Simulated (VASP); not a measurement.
# AlN (P6_3/mmc) in VASP: notebook

AlN is run at these levels: PBEsol+D3(BJ); tasks: single point.

Everything below comes from runs of VASP 6.6.1. Logs are shortened: lines on timing, memory, paths and dates and some standing lists are left out, and cuts for length are marked.

## 1. The cell of the first run

The structure is hexagonal, space group P6_3/mmc (No. 194). Conventional cell: a = 3.284 Å, b = 3.284 Å, c = 4.152 Å, α = 90.00°, β = 90.00°, γ = 120.00°. Within 2.5 Å of Al (site symmetry -6m2) lie 5 N at 1.90 to 2.08 Å. Within 2.5 Å of N (site symmetry -6m2) lie 5 Al at 1.90 to 2.08 Å.

## 2. Single point, PBEsol+D3(BJ)

The input, INCAR:

```
  ALGO = Normal
  EDIFF = 1E-6
  ENCUT = 520
  GGA = PS
  ISIF = 2
  ISMEAR = 0
  IVDW = 12
  LASPH = T
  LCHARG = T
  LELF = T
  LREAL = F
  LVHAR = T
  LWAVE = F
  NBANDS = 16
  NELM = 80
  PREC = Accurate
  SIGMA = 0.1
```

The input, KPOINTS:

```
k-points
0
Gamma
  12 12 6
```

The input, POSCAR:

```
AlN
1.0
    3.2842817765      0.0000000000      0.0000000000
   -1.6421408882      2.8442708604      0.0000000000
    0.0000000000      0.0000000000      4.1523717312
Al N
2 2
Direct
    0.3333333333      0.6666666667      0.7500000000
    0.6666666667      0.3333333333      0.2500000000
    0.3333333333      0.6666666667      0.2500000000
    0.6666666667      0.3333333333      0.7500000000
```

Potentials or basis: VASP PAW PBE potentials, release 64 (Al, N).

Run with:

```console
$ cat potpaw_PBE.64/Al/POTCAR potpaw_PBE.64/N/POTCAR > POTCAR
$ mpirun -np 1 vasp_std > vasp.out
```

OUTCAR:

```text
EDIFF = 1E-6
   ENCUT = 520
   GGA = PS
   ISIF = 2
   ISMEAR = 0
   IVDW = 12
   LASPH = T
   LREAL = F
   NELM = 80
   PREC = Accurate
 IVDW          = 12

 ion  position               nearest neighbor table
   1  0.333  0.667  0.750-   4 1.90   4 1.90   4 1.90   3 2.08   3 2.08   2 2.81   2 2.81   2 2.81
                             2 2.81   2 2.81   2 2.81
   2  0.667  0.333  0.250-   3 1.90   3 1.90   3 1.90   4 2.08   4 2.08   1 2.81   1 2.81   1 2.81
                             1 2.81   1 2.81   1 2.81
   3  0.333  0.667  0.250-   2 1.90   2 1.90   2 1.90   1 2.08   1 2.08
   4  0.667  0.333  0.750-   1 1.90   1 1.90   1 1.90   2 2.08   2 2.08

  LATTYP: Found a hexagonal cell.
 ALAT       =     3.2842817765
 C/A-ratio  =     1.2643165276

  Lattice vectors:

 A1 = (   3.2842817765,   0.0000000000,   0.0000000000)
 A2 = (  -1.6421408882,   2.8442708604,   0.0000000000)
 A3 = (   0.0000000000,   0.0000000000,   4.1523717312)

Analysis of symmetry for initial positions (statically):
=====================================================================
 Subroutine PRICEL returns:
 Original cell was already a primitive cell.

 Routine SETGRP: Setting up the symmetry group for a
 hexagonal supercell.

 Subroutine GETGRP returns: Found 24 space group operations
 (whereof 12 operations were pure point group operations)
 out of a pool of 24 trial point group operations.

The static configuration has the point symmetry D_3d.
 The point group associated with its full space group is D_6h.

Analysis of symmetry for dynamics (positions and initial velocities):
=====================================================================
 Subroutine PRICEL returns:
 Original cell was already a primitive cell.

 Routine SETGRP: Setting up the symmetry group for a
 hexagonal supercell.

 Subroutine GETGRP returns: Found 24 space group operations
 (whereof 12 operations were pure point group operations)
 out of a pool of 24 trial point group operations.

The dynamic configuration has the point symmetry D_3d.
 The point group associated with its full space group is D_6h.

 Subroutine INISYM returns: Found 24 space group operations
 (whereof 12 operations are pure point group operations),
 and found     1 'primitive' translations

----------------------------------------------------------------------------------------

                                     Primitive cell

  volume of cell :      38.7889

  direct lattice vectors                    reciprocal lattice vectors
     3.284281776  0.000000000  0.000000000     0.304480574  0.175791978  0.000000000
    -1.642140888  2.844270860  0.000000000     0.000000000  0.351583956  0.000000000
     0.000000000  0.000000000  4.152371731     0.000000000  0.000000000  0.240826223

  length of vectors
     3.284281776  3.284281264  4.152371731     0.351583901  0.351583956  0.240826223

  position of ions in fractional coordinates (direct lattice)
     0.333333333  0.666666667  0.750000000
     0.666666667  0.333333333  0.250000000
     0.333333333  0.666666667  0.250000000
     0.666666667  0.333333333  0.750000000

  ion indices of the primitive-cell ions
   primitive index   ion index
                 1           1
                 2           2
                 3           3
                 4           4

----------------------------------------------------------------------------------------

 KPOINTS: k-points

Automatic generation of k-mesh.
 Grid dimensions read from file:
 generate k-points for:   12   12    6

 Generating k-lattice:

  Cartesian coordinates                     Fractional coordinates (reciprocal lattice)
     0.025373381  0.014649331  0.000000000     0.083333333  0.000000000  0.000000000
     0.000000000  0.029298663  0.000000000     0.000000000  0.083333333  0.000000000
     0.000000000  0.000000000  0.040137704     0.000000000  0.000000000  0.166666667

  Length of vectors
     0.029298658  0.029298663  0.040137704

  Shift w.r.t. Gamma in fractional coordinates (k-lattice)
     0.000000000  0.000000000  0.000000000

 Subroutine IBZKPT returns following result:
 ===========================================

 Found     76 irreducible k-points:

 Following reciprocal coordinates:
            Coordinates               Weight
  0.000000  0.000000  0.000000      1.000000
  0.083333  0.000000  0.000000      6.000000
  0.166667  0.000000  0.000000      6.000000
  0.250000  0.000000  0.000000      6.000000
  0.333333  0.000000  0.000000      6.000000
  0.416667  0.000000  0.000000      6.000000
[... 16 lines left out ...]
  0.250000  0.000000  0.166667     12.000000
  0.333333  0.000000  0.166667     12.000000
 [... further k-points ...]
   k-points           NKPTS =     76   k-points in BZ     NKDIM =     76   number of bands    NBANDS=     16
   number of dos      NEDOS =    301   number of ions     NIONS =      4
   total plane-waves  NPLWV =  18432
   dimension x,y,z NGX =    24 NGY =   24 NGZ =   32
   dimension x,y,z NGXF=    48 NGYF=   48 NGZF=   64
   ions per type =               2   2
   NGX,Y,Z   is equivalent  to a cutoff of  12.15, 12.15, 12.81 a.u.
   NGXF,Y,Z  is equivalent  to a cutoff of  24.30, 24.30, 25.62 a.u.
 SYSTEM =  unknown system
   PREC   = accura    normal or accurate (medium, high low for compatibility)
   ISTART =      0    job   : 0-new  1-cont  2-samecut
   ICHARG =      2    charge: 1-file 2-atom 10-const
   ISPIN  =      1    spin polarized calculation?
   LNONCOLLINEAR =      F non collinear calculations
   LSORBIT =      F    spin-orbit coupling
   LASPH  =      T    aspherical Exc in radial PAW
   ENCUT  =  520.0 eV  38.22 Ry    6.18 a.u.   6.11  6.11  7.72*2*pi/ulx,y,z
   NELM   =     80;   NELMIN=  2; NELMDL= -5     # of ELM steps
   EDIFF  = 0.1E-05   stopping-criterion for ELM
   LREAL  =      F    real-space projection
   EDIFFG = 0.1E-04   stopping-criterion for IOM
   NSW    =      0    number of steps for IOM
   IBRION =     -1    ionic relax: 0-MD 1-quasi-New 2-CG
   NFREE  =      0    steps in history (QN), initial steepest desc. (CG)
   ISIF   =      2    stress and relaxation
   ISYM   =      2    0-nonsym 1-usesym 2-fastsym
   POTIM  = 0.5000    time-step for ionic-motion
   TEBEG  =    0.0;   TEEND  =   0.0 temperature during run
   PSTRESS=    0.0 pullay stress
   NELECT =      16.0000    total number of electrons
   NUPDOWN=      -1.0000    fix difference up-down
   EMIN   =  10.00;   EMAX   =-10.00  energy-range for DOS
   EFERMI =   0.00;   METHOD = LEGACY
   ISMEAR =     0;   SIGMA  =   0.10  broadening in eV -4-tet -1-fermi 0-gaus
   EFERMI_NEDOS =   21; number of points for ismear=-14 and -15
   IALGO  =     38    algorithm
   IMIX   =      4    mixing-type and parameters
     AMIX     =   0.40;   BMIX     =  1.00
     AMIX_MAG =   1.60;   BMIX_MAG =  1.00
  volume/ion in A,a.u.               =       9.70        65.44
  Fermi-wavevector in a.u.,A,eV,Ry     =   1.218650  2.302914 20.206116  1.485108
  Thomas-Fermi vector in A             =   2.353929
   LORBIT       =      0    0 simple, 1 ext, 2 COOP (PROOUT), +10 PAW based schemes
   GGA     = PS    functional components
   LHFCALC =     F    Hartree Fock is set to
   AEXX    =    0.0000 exact exchange contribution
   IVDW    =    12    specifies the selected vdW correction
   LEPSILON=     F    determine dielectric tensor
   LRPA    =     F    only Hartree local field effects (RPA)
 non-spin polarized calculation
 Gauss-broadening in eV      SIGMA  =   0.10
  energy-cutoff  :      520.00
  volume of cell :       38.79
 maximum number of plane-waves:      1068
   NGX = 13   NGY = 13   NGZ = 15

 number of electron      16.0000000 magnetization

 Free energy of the ion-electron system (eV)
  ---------------------------------------------------
  ext. energy  EPLUGINS =         0.00000000
  ---------------------------------------------------
  free energy    TOTEN  =       -30.94266929 eV

  energy without entropy =      -30.94266929  energy(sigma->0) =      -30.94266929

 E-fermi :   8.5778     XC(G=0): -11.4657

 val. band max:        8.1485659108   @ k =   0.0000   0.0000   0.0000
 cond. band min:      11.5233322240   @ k =   0.0000   0.0000   0.0000
 fundamental gap:      3.3747663132
 Fermi energy:         8.5778313807

 k-point     1 :       0.0000    0.0000    0.0000
  band No.  band energies     occupation
      1      -8.8187      2.00000
      2      -5.0189      2.00000
      3       1.0684      2.00000
      4       4.7909      2.00000
      5       4.7909      2.00000
      6       6.4833      2.00000
[... 8 lines left out ...]
     15      20.0315      0.00000
     16      20.0508      0.00000

 k-point     2 :       0.0833    0.0000    0.0000
  band No.  band energies     occupation
      1      -8.7365      2.00000
      2      -5.0153      2.00000
      3       1.1559      2.00000
      4       4.4909      2.00000
      5       4.6689      2.00000
      6       6.1844      2.00000
[... 8 lines left out ...]
     15      19.6839      0.00000
     16      19.7102      0.00000

 k-point     3 :       0.1667    0.0000    0.0000
  band No.  band energies     occupation
      1      -8.4957      2.00000
      2      -5.0200      2.00000
      3       1.4145      2.00000
      4       3.7501      2.00000
      5       4.3831      2.00000
      6       5.5418      2.00000
[... 8 lines left out ...]
     15      18.9543      0.00000
     16      20.2868      0.00000
[... 362 lines left out ...]
 k-point    23 :       0.2500    0.0000    0.1667
  band No.  band energies     occupation
      1      -7.9557      2.00000
      2      -5.3432      2.00000
      3       1.6421      2.00000
      4       3.4810      2.00000
      5       4.1965      2.00000
      6       4.4510      2.00000
[... 8 lines left out ...]
     15      19.2699      0.00000
     16      20.6509      0.00000

 k-point    24 :       0.3333    0.0000    0.1667
  band No.  band energies     occupation
      1      -7.4896      2.00000
      2      -5.4000      2.00000
      3       1.4004      2.00000
      4       3.1481      2.00000
      5       3.9322      2.00000
      6       3.9897      2.00000
[... 8 lines left out ...]
     15      19.8869      0.00000
     16      20.9566      0.00000

 [... further k-points ...]

------------------------ aborting loop because EDIFF is reached ----------------------------------------

 Edisp (eV)   -0.97495

 E8    (eV) :    -0.6011

  FORCE on cell =-STRESS in cart. coord.  units (eV):
  Direction    XX          YY          ZZ          XY          YZ          ZX
  --------------------------------------------------------------------------------------
  -------------------------------------------------------------------------------------
  Total      -0.36225    -0.36225    -0.86459    -0.00000     0.00000    -0.00000
  in kB     -14.96272   -14.96272   -35.71189    -0.00000     0.00000    -0.00000
  external pressure =      -21.88 kB  Pullay stress =        0.00 kB

 VOLUME and BASIS-vectors are now :
 -----------------------------------------------------------------------------
  energy-cutoff  :      520.00
  volume of cell :       38.79
      direct lattice vectors                 reciprocal lattice vectors
     3.284281776  0.000000000  0.000000000     0.304480574  0.175791978  0.000000000
    -1.642140888  2.844270860  0.000000000     0.000000000  0.351583956  0.000000000
     0.000000000  0.000000000  4.152371731     0.000000000  0.000000000  0.240826223

 POSITION                                       TOTAL-FORCE (eV/Angst)
 -----------------------------------------------------------------------------------
     -0.00000      1.89618      3.11428        -0.000000     -0.000000      0.000000
      1.64214      0.94809      1.03809         0.000000      0.000000      0.000000
     -0.00000      1.89618      1.03809         0.000000      0.000000      0.000000
      1.64214      0.94809      3.11428        -0.000000     -0.000000      0.000000
 -----------------------------------------------------------------------------------
    total drift:                               -0.000000      0.000000     -0.000000

  FREE ENERGIE OF THE ION-ELECTRON SYSTEM (eV)
  ---------------------------------------------------
  free  energy   TOTEN  =       -31.9176211017 eV

  energy  without entropy=      -31.9176211017  energy(sigma->0) =      -31.91762110
```

Run time: 29 s. Hardware: 1 thread of Intel Xeon Platinum 8375C at 2.90GHz (Ice Lake), shared host; peak memory 0.18 GiB.

Results:

| Quantity | Value |
| --- | --- |
| Free energy | -31.9176 eV |
| Pressure | -2.2 GPa |
| Band gap on the k mesh | 3.37 eV, direct |
| Dispersion energy per atom | -0.244 eV |

Levels at points of the mesh, in eV from the valence-band top:
```tsv
k point	band 5	band 6	band 7	band 8	band 9	band 10	band 11	band 12
(0.00, 0.00, 0.00)	-3.36	-1.67	-1.67	0.00	3.37	4.54	8.27	8.27
(0.50, 0.00, 0.00)	-4.60	-4.38	-3.00	-1.48	3.82	7.09	7.25	9.10
(0.00, 0.00, 0.50)	-2.55	-2.55	-2.55	-2.55	5.72	5.72	8.44	8.44
(0.50, 0.00, 0.50)	-3.33	-3.33	-1.82	-1.82	5.03	5.03	9.36	9.36
```

Caveat: the PAW data sets were made with another functional, which shifts forces and pressure a little. A k mesh can miss the band edges.

## 3. Single point, PBEsol+D3(BJ)

This run uses another cell than the first one, of 9.95 Å³/atom, 1.026 times its volume.

The input, INCAR:

```
ALGO = Normal
EDIFF = 1E-6
ENCUT = 520
GGA = PS
ISIF = 2
ISMEAR = 0
IVDW = 12
LASPH = True
LCHARG = True
LELF = True
LREAL = False
LVHAR = True
LWAVE = False
NBANDS = 16
NELM = 100
PREC = Accurate
SIGMA = 0.1
```

KPOINTS is that of step 2.

The input, POSCAR:

```
AlN
1.0
    3.3121160000      0.0000000000      0.0000000000
   -1.6560580000      2.8683760000      0.0000000000
    0.0000000000      0.0000000000      4.1875630000
Al N
2 2
Direct
    0.3333333333      0.6666666667      0.7500000000
    0.6666666667      0.3333333333      0.2500000000
    0.3333333333      0.6666666667      0.2500000000
    0.6666666667      0.3333333333      0.7500000000
```

Potentials or basis: VASP PAW PBE potentials, release 64 (Al, N).

Run with:

```console
$ cat potpaw_PBE.64/Al/POTCAR potpaw_PBE.64/N/POTCAR > POTCAR
$ mpirun -np 1 vasp_std > vasp.out
```

OUTCAR:

```text
EDIFF = 1E-6
   ENCUT = 520
   GGA = PS
   ISIF = 2
   ISMEAR = 0
   IVDW = 12
   LASPH = True
   LREAL = False
   NELM = 100
   PREC = Accurate
 IVDW          = 12

 ion  position               nearest neighbor table
   1  0.333  0.667  0.750-   4 1.91   4 1.91   4 1.91   3 2.09   3 2.09   2 2.84   2 2.84   2 2.84
                             2 2.84   2 2.84   2 2.84
   2  0.667  0.333  0.250-   3 1.91   3 1.91   3 1.91   4 2.09   4 2.09   1 2.84   1 2.84   1 2.84
                             1 2.84   1 2.84   1 2.84
[... 666 lines left out ...]
  Direction    XX          YY          ZZ          XY          YZ          ZX
  --------------------------------------------------------------------------------------
  -------------------------------------------------------------------------------------
  Total      -1.75505    -1.75505    -1.98526     0.00000     0.00000     0.00000
  in kB     -70.68009   -70.68006   -79.95131     0.00000     0.00000     0.00000
  external pressure =      -73.77 kB  Pullay stress =        0.00 kB

 VOLUME and BASIS-vectors are now :
 -----------------------------------------------------------------------------
  energy-cutoff  :      520.00
  volume of cell :       39.78
      direct lattice vectors                 reciprocal lattice vectors
     3.312116000  0.000000000  0.000000000     0.301921793  0.174314664  0.000000000
    -1.656058000  2.868376000  0.000000000     0.000000000  0.348629329  0.000000000
     0.000000000  0.000000000  4.187563000     0.000000000  0.000000000  0.238802377

 POSITION                                       TOTAL-FORCE (eV/Angst)
 -----------------------------------------------------------------------------------
     -0.00000      1.91225      3.14067         0.000000     -0.000000      0.000000
      1.65606      0.95613      1.04689         0.000000      0.000000      0.000000
     -0.00000      1.91225      1.04689        -0.000000      0.000000      0.000000
      1.65606      0.95613      3.14067         0.000000     -0.000000      0.000000
 -----------------------------------------------------------------------------------
    total drift:                               -0.000000     -0.000000     -0.000000

  FREE ENERGIE OF THE ION-ELECTRON SYSTEM (eV)
  ---------------------------------------------------
  free  energy   TOTEN  =       -31.8881322086 eV

  energy  without entropy=      -31.8881322086  energy(sigma->0) =      -31.88813221
```

Wall time 43 s (1 thread of Intel Xeon Platinum 8375C at 2.90GHz (Ice Lake), shared host); peak memory 0.19 GiB.

What came out:

- Free energy: -31.8881 eV
- Pressure: -7.4 GPa
- Band gap on the k mesh: 3.19 eV, direct
- Dispersion energy per atom: -0.238 eV

Caveat: the PAW data sets were made with another functional, which shifts forces and pressure a little.
